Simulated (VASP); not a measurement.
# Hf (I4/mmm) in VASP: notebook, part 2 of 2

VASP 6.6.1.

### 4 Single point, r2SCAN (strain +0.040 along x and y, -0.080 along z)

POSCAR

```
Hf
1.0
    0.0000000000      2.3088000000      2.0424000000
    2.3088000000      0.0000000000      2.0424000000
    2.3088000000      2.3088000000      0.0000000000
Hf
1
Direct
    0.0000000000      0.0000000000      0.0000000000
```

INCAR.step1

```
SYSTEM = Hf
PREC = Accurate ; ENCUT = 520
ISMEAR = 0 ; SIGMA = 0.15
LREAL = .False. ; LASPH = .True.
NELM = 60 ; NBANDS = 11
GGA = PE ; ALGO = Normal
EDIFF = 1E-4 ; LWAVE = .True.
LCHARG = .False.
```

INCAR.step2

```
SYSTEM = Hf
PREC = Accurate ; ENCUT = 520
EDIFF = 1E-6 ; ISMEAR = 0
SIGMA = 0.15 ; LREAL = .False.
LASPH = .True. ; NELM = 60
ALGO = Normal ; ISIF = 2
LWAVE = .False. ; LCHARG = .False.
METAGGA = R2SCAN ; LMIXTAU = .True.
NBANDS = 11 ; ISTART = 1
```

KPOINTS

```
regular mesh
0
Gamma
  18 18 18
  0 0 0
```

Potentials or basis: VASP PAW PBE potentials, release 64 (Hf_pv).

Started as:

```sh
> cat potpaw_PBE.64/Hf_pv/POTCAR > POTCAR
> cp INCAR.step1 INCAR
> mpirun -np 1 vasp_std > vasp.out
> cp INCAR.step2 INCAR
> mpirun -np 1 vasp_std > vasp.out
```

OUTCAR:

```text
SYSTEM = Hf
   PREC = Accurate
   ENCUT = 520
   EDIFF = 1E-6
   ISMEAR = 0
   LREAL = .False.
   LASPH = .True.
   NELM = 60
   ISIF = 2
   METAGGA = R2SCAN
   ISTART = 1

 ion  position               nearest neighbor table
   1  0.000  0.000  0.000-

  LATTYP: Found a body centered tetragonal cell.
 ALAT       =     3.2651362728
 C/A-ratio  =     1.2510350744

  Lattice vectors:

 A1 = (   0.0000000000,  -2.3088000000,  -2.0424000000)
 A2 = (   0.0000000000,   2.3088000000,  -2.0424000000)
 A3 = (   2.3088000000,   0.0000000000,   2.0424000000)

[... 507 lines left out ...]
      5       5.0524      0.00721
      6       6.3068      0.00000
      7       7.3427      0.00000
      8       8.5400      0.00000
      9       9.9954      0.00000
     10      16.8722      0.00000
     11      18.0020      0.00000

 [... further k-points ...]
[... 5 lines left out ...]
  --------------------------------------------------------------------------------------
  -------------------------------------------------------------------------------------
  Total        0.1245215      0.1245215      0.8124342      0.0000000      0.0000000      0.0000000
  in kB        9.1624446      9.1624446     59.7799215      0.0000000      0.0000000      0.0000000
  external PRESSURE =      26.0349369 kB  Pullay stress =       0.0000000 kB

 VOLUME and BASIS-vectors are now :
 -----------------------------------------------------------------------------
  energy-cutoff  :      520.00
  volume of cell :       21.77
      direct lattice vectors                 reciprocal lattice vectors
     0.000000000  2.308800000  2.042400000    -0.216562717  0.216562717  0.244810027
     2.308800000  0.000000000  2.042400000     0.216562717 -0.216562717  0.244810027
     2.308800000  2.308800000  0.000000000     0.216562717  0.216562717 -0.244810027

 POSITION                                       TOTAL-FORCE (eV/Angst)
 -----------------------------------------------------------------------------------
      0.00000      0.00000      0.00000         0.000000      0.000000      0.000000
 -----------------------------------------------------------------------------------
    total drift:                                0.000000      0.000000      0.000000

  FREE ENERGIE OF THE ION-ELECTRON SYSTEM (eV)
  ---------------------------------------------------
  free  energy   TOTEN  =       -45.0362624579 eV

  energy  without entropy=      -45.0191792761  energy(sigma->0) =      -45.02772087
```

OUTCAR.step1:

```text
SYSTEM = Hf
   PREC = Accurate
   ENCUT = 520
   ISMEAR = 0
   LREAL = .False.
   LASPH = .True.
   NELM = 60
[... 553 lines left out ...]
 -----------------------------------------------------------------------------------
      0.00000      0.00000      0.00000         0.000000      0.000000      0.000000
 -----------------------------------------------------------------------------------
    total drift:                               -0.000000      0.000000     -0.000000

  FREE ENERGIE OF THE ION-ELECTRON SYSTEM (eV)
  ---------------------------------------------------
  free  energy   TOTEN  =        -9.8228792536 eV

  energy  without entropy=       -9.8040030069  energy(sigma->0) =       -9.81344113
```

OSZICAR.step1:

```text
N       E                     dE             d eps       ncg     rms          rms(c)
DAV:   1     0.129863240086E+02    0.12986E+02   -0.57368E+03 10632   0.844E+02
DAV:   2    -0.970048834847E+01   -0.22687E+02   -0.21952E+02 13194   0.155E+02
DAV:   3    -0.101487404696E+02   -0.44825E+00   -0.44334E+00 13405   0.149E+01
DAV:   4    -0.101504041291E+02   -0.16637E-02   -0.16634E-02 11987   0.110E+00
DAV:   5    -0.101504128009E+02   -0.86718E-05   -0.86720E-05 13332   0.706E-02    0.465E+01
DAV:   6    -0.990763691625E+01    0.24278E+00   -0.20319E-01 11979   0.339E+00    0.276E+01
DAV:   7    -0.982704204983E+01    0.80595E-01   -0.31116E-01 12297   0.406E+00    0.127E+00
DAV:   8    -0.982284515522E+01    0.41969E-02   -0.21706E-02 11979   0.107E+00    0.992E-02
DAV:   9    -0.982287925363E+01   -0.34098E-04   -0.36539E-04 12438   0.154E-01
   1 F= -.98228793E+01 E0= -.98134411E+01  d E =-.188762E-01
```

Run time: 2.3 min. Hardware: 1 thread of Intel Xeon Platinum 8559C (Emerald Rapids), shared host; peak memory 0.24 GiB.

Results:

* Free energy: -45.0363 eV
* Pressure: 2.6 GPa
* Band gap on the k mesh: zero (band 5 reaches 6.38 eV, above the bottom of band 6 at 3.98 eV)

Stress tensor (GPa, compression positive):
```
0.92 0.00 0.00
0.00 0.92 0.00
0.00 0.00 5.98
```

Levels at points of the mesh, in eV from the Fermi level:
```csv
k point,band 3,band 4,band 5,band 6,band 7,band 8
"(0.00, 0.00, 0.00)",-30.99,-7.61,1.33,1.33,2.63,3.64
"(0.50, 0.00, 0.00)",-31.04,-3.77,0.53,0.63,2.38,6.31
"(0.50, 0.50, 0.00)",-31.44,-3.27,-2.54,4.19,6.93,7.44
"(0.50, 0.00, 0.50)",-31.17,-3.50,-1.95,1.93,6.56,6.73
```

Caveat: the cell differs from its parent crystal (strain +0.040 along x and y, -0.080 along z); the PAW data sets were made with another functional, which shifts forces and pressure a little; spin-orbit coupling is left out, which moves the levels of the heavy elements.

### 5 Single point, r2SCAN (strain +0.040 along x and y, -0.040 along z)

POSCAR

```
Hf
1.0
    0.0000000000      2.3088000000      2.1312000000
    2.3088000000      0.0000000000      2.1312000000
    2.3088000000      2.3088000000      0.0000000000
Hf
1
Direct
    0.0000000000      0.0000000000      0.0000000000
```

INCAR.step1

```
SYSTEM = Hf
ALGO     = Normal         ! electronic algorithm
EDIFF    = 1E-4           ! SCF threshold, eV
ENCUT    = 520            ! plane-wave cutoff, eV
GGA      = PE             ! functional
ISMEAR   = 0              ! smearing method
LASPH    = .TRUE.         ! aspherical terms in the spheres
LCHARG   = .FALSE.        ! write CHGCAR
LREAL    = .FALSE.        ! projectors in reciprocal space
LWAVE    = .TRUE.         ! write WAVECAR
NBANDS   = 11             ! bands
NELM     = 60             ! most SCF steps
PREC     = Accurate       ! precision mode
SIGMA    = 0.15           ! smearing width, eV
```

INCAR.step2

```
SYSTEM = Hf
ALGO     = Normal         ! electronic algorithm
EDIFF    = 1E-7           ! SCF threshold, eV
ENCUT    = 520            ! plane-wave cutoff, eV
ISIF     = 2              ! what is computed and relaxed
ISMEAR   = 0              ! smearing method
ISTART   = 1            
LASPH    = .TRUE.         ! aspherical terms in the spheres
LCHARG   = .FALSE.        ! write CHGCAR
LMIXTAU  = .TRUE.       
LREAL    = .FALSE.        ! projectors in reciprocal space
LWAVE    = .FALSE.        ! write WAVECAR
METAGGA  = R2SCAN         ! meta-GGA
NBANDS   = 11             ! bands
NELM     = 60             ! most SCF steps
PREC     = Accurate       ! precision mode
SIGMA    = 0.15           ! smearing width, eV
```

KPOINTS

```
k-points
0
G
  18 18 18
  0 0 0
```

Started as:

```sh
> cat potpaw_PBE.64/Hf_pv/POTCAR > POTCAR
> cp INCAR.step1 INCAR
> mpirun -np 1 vasp_std > vasp.out
> cp INCAR.step2 INCAR
> mpirun -np 1 vasp_std > vasp.out
```

Run time: 2.3 min. Hardware: 1 thread of Intel Xeon Platinum 8559C (Emerald Rapids), shared host; peak memory 0.23 GiB.

It converged, with:

```
Free energy            : -45.0557 eV
Pressure               : -1.8 GPa
Band gap on the k mesh : zero (band 5 reaches 5.93 eV, above the bottom of band 6 at 3.76 eV)
```

Stress tensor (GPa, compression positive):
```
-3.03  0.00  0.00
 0.00 -3.03  0.00
 0.00  0.00  0.68
```

Levels at points of the mesh, in eV from the Fermi level:
```
           k point  band 2  band 3  band 4  band 5  band 6  band 7  band 8  band 9
(0.00, 0.00, 0.00)  -31.17  -31.17   -7.48    1.37    1.37    2.22    3.87    5.06
(0.50, 0.00, 0.00)  -31.32  -31.23   -3.67    0.35    0.91    1.98    6.24    6.89
(0.50, 0.50, 0.00)  -31.52  -31.52   -3.13   -2.28    3.33    6.62    7.13    7.13
(0.50, 0.00, 0.50)  -31.48  -31.36   -3.30   -1.95    1.93    6.50    6.67    7.54
```

Caveat: the cell differs from its parent crystal (strain +0.040 along x and y, -0.040 along z); the PAW data sets were made with another functional, which shifts forces and pressure a little; spin-orbit coupling is left out, which moves the levels of the heavy elements.

### 6 Single point, r2SCAN (strain +0.080 along x and y, -0.080 along z)

POSCAR

```
Hf
1.0
    0.0000000000      2.3976000000      2.0424000000
    2.3976000000      0.0000000000      2.0424000000
    2.3976000000      2.3976000000      0.0000000000
Hf
1
Direct
    0.0000000000      0.0000000000      0.0000000000
```

INCAR.step1

```
SYSTEM = Hf
PREC = Accurate
ENCUT = 520
ISMEAR = 0
SIGMA = 0.15
LREAL = .FALSE.
LASPH = .TRUE.
NELM = 100
NBANDS = 11
GGA = PE
ALGO = Normal
EDIFF = 1E-4
LWAVE = .TRUE.
LCHARG = .FALSE.
```

INCAR.step2

```
SYSTEM = Hf
PREC = Accurate
ENCUT = 520
EDIFF = 1E-6
ISMEAR = 0
SIGMA = 0.15
LREAL = .FALSE.
LASPH = .TRUE.
NELM = 100
ALGO = Normal
ISIF = 2
LWAVE = .FALSE.
LCHARG = .TRUE.
METAGGA = R2SCAN
LMIXTAU = .TRUE.
LELF = .TRUE.
LVHAR = .TRUE.
NBANDS = 11
ISTART = 1
```

KPOINTS

```
regular mesh
0
G
  18 18 18
  0 0 0
```

Potentials or basis: VASP PAW PBE potentials, release 64 (Hf_pv).

Started as:

```sh
> cat potpaw_PBE.64/Hf_pv/POTCAR > POTCAR
> cp INCAR.step1 INCAR
> mpirun -np 1 vasp_std > vasp.out
> cp INCAR.step2 INCAR
> mpirun -np 1 vasp_std > vasp.out
```

Run time: 2.2 min. Hardware: 1 thread of Intel Xeon 6975P-C (Granite Rapids), shared host; peak memory 0.25 GiB.

Results (log left out):

- Free energy: -45.0020 eV
- Pressure: -5.0 GPa
- Band gap on the k mesh: zero (band 5 reaches 5.74 eV, above the bottom of band 6 at 3.49 eV)

Stress tensor (GPa, compression positive):
```
-6.94  0.00  0.00
 0.00 -6.94  0.00
 0.00  0.00 -1.25
```

Levels at points of the mesh, in eV from the Fermi level:
```tsv
k point	band 3	band 4	band 5	band 6	band 7	band 8
(0.00, 0.00, 0.00)	-31.28	-7.33	1.30	1.30	2.84	3.13
(0.50, 0.00, 0.00)	-31.30	-3.51	0.34	0.49	2.61	5.67
(0.50, 0.50, 0.00)	-31.66	-2.84	-2.28	4.22	6.43	6.84
(0.50, 0.00, 0.50)	-31.38	-3.21	-1.53	1.41	5.82	6.02
```

Caveat: the cell differs from its parent crystal (strain +0.080 along x and y, -0.080 along z); the PAW data sets were made with another functional, which shifts forces and pressure a little; spin-orbit coupling is left out, which moves the levels of the heavy elements.

### 7 Overview

| cell | gap on the mesh (eV) | pressure (GPa) |
| --- | --- | --- |
| a = 3.077, b = 3.077, c = 3.140 Å, angles 59.3, 59.3, 61.3°, 1 atom | none | 7.0 |
| a = 3.208, b = 3.208, c = 3.014 Å, angles 62.0, 62.0, 56.0°, 1 atom | none | 2.5 |
| a = 3.083, b = 3.083, c = 3.265 Å, angles 58.0, 58.0, 64.0°, 1 atom | none | 2.6 |
| a = 3.142, b = 3.142, c = 3.265 Å, angles 58.7, 58.7, 62.6°, 1 atom | none | -1.8 |
| a = 3.150, b = 3.150, c = 3.391 Å, angles 57.4, 57.4, 65.1°, 1 atom | none | -5.0 |

Alike in all rows: task single point; level r2SCAN; potentials or basis VASP PAW PBE potentials, release 64 (Hf_pv); no spin polarisation; k mesh 18 × 18 × 18; cutoff (eV) 520; smearing gaussian 0.15 eV.

Caveats: the PAW data sets were made with another functional, which shifts forces and pressure a little; spin-orbit coupling is left out, which moves the levels of the heavy elements.

Absolute energies hang on the potentials; compare differences alone.
